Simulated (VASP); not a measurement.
**ZnS: single point with PBE**

The system is ZnS.

```
Zn S
1.0
     0.00000    2.73756    2.73756
     2.73756    0.00000    2.73756
     2.73756    2.73756    0.00000
Zn S
1 1
Direct
  0.75000 0.75000 0.75000
  0.00000 0.00000 0.00000
```

| Item | Value |
| --- | --- |
| Program | VASP 6.6.1 |
| Task | single point |
| Functional | PBE |
| Potentials or basis | VASP PAW PBE potentials, release 64 (Zn, S) |
| Cutoff | 520 eV |
| k mesh | 9 × 9 × 9 |
| Occupations | tetrahedron |
| Spin | collinear spin |
| Starting moments | [0.58, 0.0] μB |

```json
{
 "Pressure": "-1.0 GPa",
 "Band gap on the k mesh": "1.94 eV",
 "Net moment": "0.00 μB per cell",
 "Valence electrons inside the program's atomic spheres": "Zn 10.75; S 3.73"
}
```

Levels at points of the mesh, in eV from the valence-band top:
Spin up:
```
           k point  band 7  band 8  band 9  band 10  band 11  band 12
(0.00, 0.00, 0.00)    0.00    0.00    0.00     1.94     6.42     6.42
```
Spin down:
| k point | band 5 | band 6 | band 7 | band 8 | band 9 | band 10 | band 11 | band 12 | band 13 | band 14 |
| --- | --- | --- | --- | --- | --- | --- | --- | --- | --- | --- |
| (0.00, 0.00, 0.00) | -5.74 | -5.74 | 0.00 | 0.00 | 0.00 | 1.94 | 6.42 | 6.42 | 6.42 | 11.65 |

Run time: 2.3 min on 1 thread of Intel Xeon 8259CL, on a shared host, peak memory 0.21 GiB.

PBE gaps usually lie below the measured ones, often by a third to a half.
